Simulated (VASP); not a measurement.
# Ti3Al5 (P4/mmm) in VASP: notebook

The runs below take Ti3Al5 through single point, relaxation of shape and atoms at fixed volume, with PBEsol.

Everything below comes from runs of VASP 6.6.1. Logs are shortened: lines on timing, memory, paths and dates and some standing lists are left out, and cuts for length are marked.

## Step 1: The cell of the first run

The structure is tetragonal, space group P4/mmm (No. 123). Conventional cell: a = 3.921 Å, b = 3.921 Å, c = 8.315 Å, α = 90.00°, β = 90.00°, γ = 90.00°. Ti (site symmetry 4/mmm) has 4 Ti at 2.77 Å and 8 Al at 2.84 Å within 3.7 Å. Within 3.7 Å of Ti (site symmetry 4/mmm) lie 12 Al at 2.77 to 2.87 Å. Ti (site symmetry 4/mmm) has 4 Ti at 2.77 Å and 8 Al at 2.84 Å within 3.7 Å. Within 3.7 Å of Al (site symmetry 2mm) lie 6 Al at 2.77 to 2.87 Å and 6 Ti at 2.84 to 2.87 Å. Within 3.7 Å of Al (site symmetry 4/mmm) lie 4 Ti at 2.77 Å and 8 Al at 2.87 Å.

## Step 2: Single point, PBEsol (volume scaled by 1.02, then relaxed in part)

INCAR reads:

```
SYSTEM = Ti3Al5
  PREC = Accurate
  ENCUT = 520
  EDIFF = 1E-7
  ISMEAR = -1
  SIGMA = 0.15
  LREAL = .FALSE.
  LASPH = .TRUE.
  NELM = 80
  ALGO = Fast
  ISIF = 2
  LWAVE = .FALSE.
  LCHARG = .FALSE.
  GGA = PS
  NBANDS = 36
```

KPOINTS reads:

```
Automatic mesh
0
G
  10 10 4
  0 0 0
```

POSCAR reads:

```
Ti3Al5
1.0
    3.9205668573      0.0000000000      0.0000000000
    0.0000000000      3.9205668573      0.0000000000
    0.0000000000      0.0000000000      8.3154287739
Ti Al
3 5
Direct
    0.0000000000      0.0000000000      0.5000000000
    0.5000000000      0.5000000000      0.0000000000
    0.5000000000      0.5000000000      0.5000000000
    0.0000000000      0.5000000000      0.2526656561
    0.0000000000      0.5000000000      0.7473343439
    0.5000000000      0.0000000000      0.2526656561
    0.5000000000      0.0000000000      0.7473343439
    0.0000000000      0.0000000000      0.0000000000
```

Potentials or basis: VASP PAW PBE potentials, release 64 (Ti_sv, Al).

Command:

```console
$ cat potpaw_PBE.64/Ti_sv/POTCAR potpaw_PBE.64/Al/POTCAR > POTCAR
$ mpirun -np 1 vasp_std > vasp.out
```

OUTCAR:

```text
SYSTEM = Ti3Al5
   PREC = Accurate
   ENCUT = 520
   EDIFF = 1E-7
   ISMEAR = -1
   LREAL = .FALSE.
   LASPH = .TRUE.
   NELM = 80
   ISIF = 2
   GGA = PS

 ion  position               nearest neighbor table
   1  0.000  0.000  0.500-   3 2.77   3 2.77   3 2.77   3 2.77   7 2.84   4 2.84   4 2.84   5 2.84
                             5 2.84   6 2.84   7 2.84   6 2.84
   2  0.500  0.500  0.000-   8 2.77   8 2.77   8 2.77   8 2.77   4 2.87   6 2.87   7 2.87   5 2.87
                             4 2.87   5 2.87   6 2.87   7 2.87
   3  0.500  0.500  0.500-   1 2.77   1 2.77   1 2.77   1 2.77   7 2.84   4 2.84   6 2.84   7 2.84
                             5 2.84   4 2.84   5 2.84   6 2.84
   4  0.000  0.500  0.253-   6 2.77   6 2.77   6 2.77   6 2.77   3 2.84   3 2.84   1 2.84   1 2.84
                             2 2.87   2 2.87   8 2.87   8 2.87
   5  0.000  0.500  0.747-   7 2.77   7 2.77   7 2.77   7 2.77   3 2.84   3 2.84   1 2.84   1 2.84
                             2 2.87   2 2.87   8 2.87   8 2.87
   6  0.500  0.000  0.253-   4 2.77   4 2.77   4 2.77   4 2.77   3 2.84   1 2.84   1 2.84   3 2.84
                             2 2.87   2 2.87   8 2.87   8 2.87
   7  0.500  0.000  0.747-   5 2.77   5 2.77   5 2.77   5 2.77   3 2.84   1 2.84   1 2.84   3 2.84
                             2 2.87   2 2.87   8 2.87   8 2.87
   8  0.000  0.000  0.000-   2 2.77   2 2.77   2 2.77   2 2.77   7 2.87   4 2.87   4 2.87   5 2.87
                             5 2.87   6 2.87   7 2.87   6 2.87

  LATTYP: Found a simple tetragonal cell.
 ALAT       =     3.9205668573
 C/A-ratio  =     2.1209761436

  Lattice vectors:

 A1 = (   3.9205668573,   0.0000000000,   0.0000000000)
 A2 = (   0.0000000000,   3.9205668573,   0.0000000000)
 A3 = (   0.0000000000,   0.0000000000,   8.3154287739)

Analysis of symmetry for initial positions (statically):
=====================================================================
 Subroutine PRICEL returns:
 Original cell was already a primitive cell.

 Routine SETGRP: Setting up the symmetry group for a
 simple tetragonal supercell.

 Subroutine GETGRP returns: Found 16 space group operations
 (whereof 16 operations were pure point group operations)
 out of a pool of 16 trial point group operations.

The static configuration has the point symmetry D_4h.

Analysis of symmetry for dynamics (positions and initial velocities):
=====================================================================
 Subroutine PRICEL returns:
 Original cell was already a primitive cell.

 Routine SETGRP: Setting up the symmetry group for a
 simple tetragonal supercell.

 Subroutine GETGRP returns: Found 16 space group operations
 (whereof 16 operations were pure point group operations)
 out of a pool of 16 trial point group operations.

The dynamic configuration has the point symmetry D_4h.

 Subroutine INISYM returns: Found 16 space group operations
 (whereof 16 operations are pure point group operations),
 and found     1 'primitive' translations

----------------------------------------------------------------------------------------

                                     Primitive cell

  volume of cell :     127.8152

  direct lattice vectors                    reciprocal lattice vectors
     3.920566857  0.000000000  0.000000000     0.255065157  0.000000000  0.000000000
     0.000000000  3.920566857  0.000000000     0.000000000  0.255065157  0.000000000
     0.000000000  0.000000000  8.315428774     0.000000000  0.000000000  0.120258381

  length of vectors
     3.920566857  3.920566857  8.315428774     0.255065157  0.255065157  0.120258381

  position of ions in fractional coordinates (direct lattice)
     0.000000000  0.000000000  0.500000000
     0.500000000  0.500000000  0.000000000
     0.500000000  0.500000000  0.500000000
     0.000000000  0.500000000  0.252665656
     0.000000000  0.500000000  0.747334344
     0.500000000  0.000000000  0.252665656
     0.500000000  0.000000000  0.747334344
     0.000000000  0.000000000  0.000000000

  ion indices of the primitive-cell ions
   primitive index   ion index
                 1           1
                 2           2
                 3           3
                 4           4
                 5           5
                 6           6
                 7           7
                 8           8

----------------------------------------------------------------------------------------

 KPOINTS: Automatic mesh

Automatic generation of k-mesh.
 Grid dimensions read from file:
 generate k-points for:   10   10    4

 Generating k-lattice:

  Cartesian coordinates                     Fractional coordinates (reciprocal lattice)
     0.025506516  0.000000000  0.000000000     0.100000000  0.000000000  0.000000000
     0.000000000  0.025506516  0.000000000     0.000000000  0.100000000  0.000000000
     0.000000000  0.000000000  0.030064595     0.000000000  0.000000000  0.250000000

  Length of vectors
[... 41 lines left out ...]
   LREAL  =      F    real-space projection
   EDIFFG = 0.1E-05   stopping-criterion for IOM
   NSW    =      0    number of steps for IOM
   IBRION =     -1    ionic relax: 0-MD 1-quasi-New 2-CG
   NFREE  =      0    steps in history (QN), initial steepest desc. (CG)
   ISIF   =      2    stress and relaxation
   ISYM   =      2    0-nonsym 1-usesym 2-fastsym
   POTIM  = 0.5000    time-step for ionic-motion
   TEBEG  =    0.0;   TEEND  =   0.0 temperature during run
   PSTRESS=    0.0 pullay stress
   NELECT =      51.0000    total number of electrons
   NUPDOWN=      -1.0000    fix difference up-down
   EMIN   =  10.00;   EMAX   =-10.00  energy-range for DOS
   EFERMI =   0.00;   METHOD = LEGACY
   ISMEAR =    -1;   SIGMA  =   0.15  broadening in eV -4-tet -1-fermi 0-gaus
   EFERMI_NEDOS =   21; number of points for ismear=-14 and -15
   IALGO  =     68    algorithm
   IMIX   =      4    mixing-type and parameters
     AMIX     =   0.40;   BMIX     =  1.00
     AMIX_MAG =   1.60;   BMIX_MAG =  1.00
  volume/ion in A,a.u.               =      15.98       107.82
  Fermi-wavevector in a.u.,A,eV,Ry     =   1.205232  2.277559 19.763618  1.452585
  Thomas-Fermi vector in A             =   2.340935
   LORBIT       =      0    0 simple, 1 ext, 2 COOP (PROOUT), +10 PAW based schemes
   GGA     = PS    functional components
   LHFCALC =     F    Hartree Fock is set to
   AEXX    =    0.0000 exact exchange contribution
   IVDW    =     0    specifies the selected vdW correction
   LEPSILON=     F    determine dielectric tensor
   LRPA    =     F    only Hartree local field effects (RPA)
 non-spin polarized calculation
 RMM-DIIS sequential band-by-band and
  energy-cutoff  :      520.00
  volume of cell :      127.82
 maximum number of plane-waves:      3479
 NGX is ok and might be reduce to    30

 number of electron      50.9999987 magnetization

 Free energy of the ion-electron system (eV)
  ---------------------------------------------------
  ext. energy  EPLUGINS =         0.00000000
  ---------------------------------------------------
  free energy    TOTEN  =       -48.88327858 eV

  energy without entropy =      -48.49036724  energy(sigma->0) =      -48.68682291

 E-fermi :   8.3547     XC(G=0): -10.9956

 val. band max:        8.3533542140   @ k =   0.3000   0.2000   0.0000
 cond. band min:       8.3556448660   @ k =   0.5000   0.0000   0.0000
 fundamental gap:      0.0022906519
 Fermi energy:         8.3547310326

 k-point     1 :       0.0000    0.0000    0.0000
  band No.  band energies     occupation
      1     -48.1634      2.00000
      2     -48.0474      2.00000
      3     -47.7298      2.00000
      4     -24.5687      2.00000
      5     -24.5566      2.00000
      6     -24.5566      2.00000
[... 28 lines left out ...]
     35      10.9659      0.00000
     36      11.8422      0.00000

 k-point     2 :       0.1000    0.0000    0.0000
  band No.  band energies     occupation
      1     -48.1633      2.00000
      2     -48.0458      2.00000
      3     -47.7313      2.00000
      4     -24.5675      2.00000
      5     -24.5586      2.00000
      6     -24.5564      2.00000
[... 28 lines left out ...]
     35      11.0413      0.00000
     36      11.7626      0.00000
[... 817 lines left out ...]
     35      10.9719      0.00000
     36      12.4016      0.00000

 k-point    24 :       0.2000    0.0000    0.2500
  band No.  band energies     occupation
      1     -48.1631      2.00000
      2     -48.0415      2.00000
      3     -47.7353      2.00000
      4     -24.5639      2.00000
      5     -24.5631      2.00000
      6     -24.5561      2.00000
[... 28 lines left out ...]
     35      11.4056      0.00000
     36      11.4591      0.00000

 [... further k-points ...]
[... 5 lines left out ...]
  --------------------------------------------------------------------------------------
  -------------------------------------------------------------------------------------
  Total       -1.6790315     -1.6790315     -1.6772189      0.0000000     -0.0000000      0.0000000
  in kB      -21.0468469    -21.0468469    -21.0241260      0.0000000     -0.0000000      0.0000000
  external PRESSURE =     -21.0392732 kB  Pullay stress =       0.0000000 kB

 VOLUME and BASIS-vectors are now :
 -----------------------------------------------------------------------------
  energy-cutoff  :      520.00
  volume of cell :      127.82
      direct lattice vectors                 reciprocal lattice vectors
     3.920566857  0.000000000  0.000000000     0.255065157  0.000000000  0.000000000
     0.000000000  3.920566857  0.000000000     0.000000000  0.255065157  0.000000000
     0.000000000  0.000000000  8.315428774     0.000000000  0.000000000  0.120258381

 POSITION                                       TOTAL-FORCE (eV/Angst)
 -----------------------------------------------------------------------------------
      0.00000      0.00000      4.15771        -0.000000      0.000000      0.000000
      1.96028      1.96028      0.00000        -0.000000      0.000000      0.000000
      1.96028      1.96028      4.15771        -0.000000      0.000000      0.000000
      0.00000      1.96028      2.10102         0.000000     -0.000000     -0.001244
      0.00000      1.96028      6.21441        -0.000000     -0.000000      0.001244
      1.96028      0.00000      2.10102        -0.000000     -0.000000     -0.001244
      1.96028      0.00000      6.21441        -0.000000      0.000000      0.001244
      0.00000      0.00000      0.00000        -0.000000      0.000000      0.000000
 -----------------------------------------------------------------------------------
    total drift:                                0.000000      0.000000      0.000000

  FREE ENERGIE OF THE ION-ELECTRON SYSTEM (eV)
  ---------------------------------------------------
  free  energy   TOTEN  =       -48.8832785825 eV

  energy  without entropy=      -48.4903672352  energy(sigma->0) =      -48.68682291
```

Run time: 10 min. Hardware: 1 thread of AMD EPYC 9R45 (Zen 5), shared host; peak memory 0.35 GiB.

What came out:

```
Free energy : -48.8833 eV
Pressure    : -2.1 GPa
```

Caveat: the cell differs from its parent crystal (volume scaled by 1.02, then relaxed in part); the PAW data sets were made with another functional, which shifts forces and pressure a little.

## Step 3: Relaxation of shape and atoms at fixed volume, PBEsol (volume scaled by 0.98)

INCAR reads:

```
PREC     = Accurate       # precision mode
ENCUT    = 600            # plane-wave cutoff, eV
EDIFF    = 1E-6           # SCF threshold, eV
ISMEAR   = -1             # smearing method
SIGMA    = 0.15           # smearing width, eV
LREAL    = False          # projectors in reciprocal space
LASPH    = True           # aspherical terms in the spheres
NELM     = 80             # most SCF steps
ALGO     = Fast           # electronic algorithm
ISIF     = 4              # what is computed and relaxed
LWAVE    = False          # write WAVECAR
LCHARG   = False          # write CHGCAR
GGA      = PS             # functional
IBRION   = 2              # ionic algorithm
NSW      = 80             # ionic steps
EDIFFG   = -0.001         # ionic threshold
```

KPOINTS reads:

```
regular mesh
0
Gamma
  10 10 4
```

POSCAR reads:

```
Ti3Al5
1.0
    3.8685448039      0.0000000000      0.0000000000
    0.0000000000      3.8685448039      0.0000000000
    0.0000000000      0.0000000000      8.2056505570
Ti Al
3 5
Direct
    0.0000000000      0.0000000000      0.5000000000
    0.5000000000      0.5000000000      0.0000000000
    0.5000000000      0.5000000000      0.5000000000
    0.0000000000      0.5000000000      0.2522764692
    0.0000000000      0.5000000000      0.7477235308
    0.5000000000      0.0000000000      0.2522764692
    0.5000000000      0.0000000000      0.7477235308
    0.0000000000      0.0000000000      0.0000000000
```

Potentials or basis: VASP PAW PBE potentials, release 64 (Ti_sv, Al).

Command:

```console
$ cat potpaw_PBE.64/Ti_sv/POTCAR potpaw_PBE.64/Al/POTCAR > POTCAR
$ mpirun -np 1 vasp_std > vasp.out
```

Wall time 17 min (1 thread of AMD EPYC 9R45 (Zen 5), shared host); peak memory 0.4 GiB.

It converged, with:

```yaml
Free_energy: -48.8797 eV
Energy_gained_by_relaxing: 0.0 meV/atom
Ionic_steps: 6
Pressure_after_relaxing: 2.5 GPa
```

The path:
| step | energy change (eV) | largest force (eV/Å) | pressure (GPa) | volume (Å³) |
| --- | --- | --- | --- | --- |
| 1 | 0.0000 | 0.0272 | 2.50 | 122.80 |
| 2 | -0.0002 | 0.0167 | 2.49 | 122.80 |
| 3 | -0.0003 | 0.0011 | 2.48 | 122.80 |
| 4 | -0.0003 | 0.0011 | 2.47 | 122.80 |
| 5 | -0.0003 | 0.0010 | 2.47 | 122.80 |
| 6 | -0.0003 | 0.0002 | 2.47 | 122.80 |

Final structure:
```
Ti Al
1.0
     3.86849    0.00000    0.00000
     0.00000    3.86849    0.00000
     0.00000    0.00000    8.20587
Ti Al
3 5
Direct
  0.00000 0.00000 0.50000
  0.50000 0.50000 0.00000
  0.50000 0.50000 0.50000
  0.00000 0.50000 0.25188
  0.00000 0.50000 0.74812
  0.50000 0.00000 0.25188
  0.50000 0.00000 0.74812
  0.00000 0.00000 0.00000
```

Levels at points of the mesh, in eV from the Fermi level:
```tsv
k point	band 22	band 23	band 24	band 25	band 26	band 27	band 28	band 29	band 30
(0.00, 0.00, 0.00)	-1.00	-1.00	-0.87	-0.23	0.15	0.15	0.67	1.02	2.17
(0.50, 0.00, 0.00)	-0.63	-0.49	-0.46	0.00	0.25	0.40	0.79	1.05	1.33
(0.50, 0.50, 0.00)	-1.98	-1.98	-1.52	-1.52	-0.86	-0.15	0.92	1.46	1.65
(0.00, 0.00, 0.50)	-1.22	-0.87	-0.47	-0.09	0.36	0.61	0.61	0.66	1.91
(0.50, 0.00, 0.50)	-0.36	-0.25	-0.18	-0.08	0.18	0.37	0.56	0.81	1.49
(0.50, 0.50, 0.50)	-2.49	-1.08	-1.08	-1.05	-0.82	-0.51	1.34	1.42	1.65
```

Caveat: the cell differs from its parent crystal (volume scaled by 0.98); the PAW data sets were made with another functional, which shifts forces and pressure a little.

## Step 4: Single point, PBEsol

This run uses another cell than the first one: it holds 16 atoms, not 8.

INCAR reads:

```
SYSTEM = Ti3Al5
  PREC = Accurate
  ENCUT = 520
  EDIFF = 1E-6
  ISMEAR = 0
  SIGMA = 0.15
  LREAL = Auto
  LASPH = .True.
  NELM = 100
  ALGO = Fast
  ISIF = 2
  LWAVE = .False.
  LCHARG = .True.
  GGA = PS
  LELF = .True.
  LVHAR = .True.
  NBANDS = 65
```

KPOINTS reads:

```
regular mesh
0
Gamma
  10 10 3
  0 0 0
```

POSCAR reads:

```
Ti3Al5
1.0
   -3.8832951200      0.0000000000      0.0000000000
    0.0000000000     -3.8832951200      0.0000000000
    0.0000000000      0.0000000000     16.5937699112
Ti Al
6 10
Direct
    1.0000000000      1.0000000000      0.2500000000
    1.0000000000      1.0000000000      0.7500000000
    0.5000000000      0.5000000000      0.5000000000
    0.5000000000      0.5000000000      0.0000000000
    0.5000000000      0.5000000000      0.2500000000
    0.5000000000      0.5000000000      0.7500000000
    0.0000000000      0.5000000000      0.1261758084
    0.0000000000      0.5000000000      0.6261758084
    0.0000000000      0.5000000000      0.3738241916
    0.0000000000      0.5000000000      0.8738241916
    0.5000000000      0.0000000000      0.1261758084
    0.5000000000      0.0000000000      0.6261758084
    0.5000000000      0.0000000000      0.3738241916
    0.5000000000      0.0000000000      0.8738241916
    0.0000000000      0.0000000000      0.5000000000
    0.0000000000      0.0000000000      0.0000000000
```

Command:

```console
$ cat potpaw_PBE.64/Ti_sv/POTCAR potpaw_PBE.64/Al/POTCAR > POTCAR
$ mpirun -np 1 vasp_std > vasp.out
```

It took 47 min on 1 thread of Oxide Virtual Turin-like, shared host; peak memory 0.56 GiB.

Results (log left out):

```yaml
Free_energy: -97.4755 eV
Pressure: 0.1 GPa
Largest_force: 0.004 eV/Å
Band_gap_on_the_k_mesh: zero (band 51 reaches 8.84 eV, above the bottom of band 52 at 7.76 eV)
```

Forces in eV/Å, atoms in the order of the input:
```
Ti   0.000  0.000  0.000
Ti   0.000  0.000  0.000
Ti   0.000  0.000  0.000
Ti   0.000  0.000  0.000
Ti   0.000  0.000  0.000
Ti   0.000  0.000  0.000
Al   0.000  0.000  0.004
Al   0.000  0.000  0.004
Al   0.000  0.000 -0.004
Al   0.000  0.000 -0.004
Al   0.000  0.000  0.004
Al   0.000  0.000  0.004
Al   0.000  0.000 -0.004
Al   0.000  0.000 -0.004
Al   0.000  0.000  0.000
Al   0.000  0.000  0.000
```

Stress tensor (GPa, compression positive):
```
 0.15  0.00  0.00
 0.00  0.15  0.00
 0.00  0.00 -0.11
```

Levels at points of the mesh, in eV from the Fermi level:
| k point | band 49 | band 50 | band 51 | band 52 | band 53 | band 54 |
| --- | --- | --- | --- | --- | --- | --- |
| (0.00, 0.00, 0.00) | -0.18 | -0.10 | 0.18 | 0.18 | 0.40 | 0.65 |
| (0.50, 0.00, 0.00) | -0.05 | 0.05 | 0.22 | 0.29 | 0.40 | 0.42 |
| (0.50, 0.50, 0.00) | -1.06 | -1.06 | -0.83 | -0.79 | -0.48 | -0.14 |

Caveat: the PAW data sets were made with another functional, which shifts forces and pressure a little.

## Step 5: Overview

```csv
task,cell,k mesh,cutoff (eV),smearing,gap on the mesh (eV),pressure (GPa)
single point,"a = 3.921, b = 3.921, c = 8.315 Å, 8 atoms",10 × 10 × 4,520,fermi-dirac 0.15 eV,none,-2.1
relaxation of shape and atoms at fixed volume,"relaxed from a = 3.869, b = 3.869, c = 8.206 Å, 8 atoms",10 × 10 × 4,600,fermi-dirac 0.15 eV,none,2.5
single point,"a = 3.883, b = 3.883, c = 16.594 Å, 16 atoms",10 × 10 × 3,520,gaussian 0.15 eV,none,0.1
```

Alike in all rows: level PBEsol; potentials or basis VASP PAW PBE potentials, release 64 (Ti_sv, Al); no spin polarisation.

Caveats: the PAW data sets were made with another functional, which shifts forces and pressure a little.

Total energies depend on the potentials used, so only differences within one code and one set of settings carry meaning.
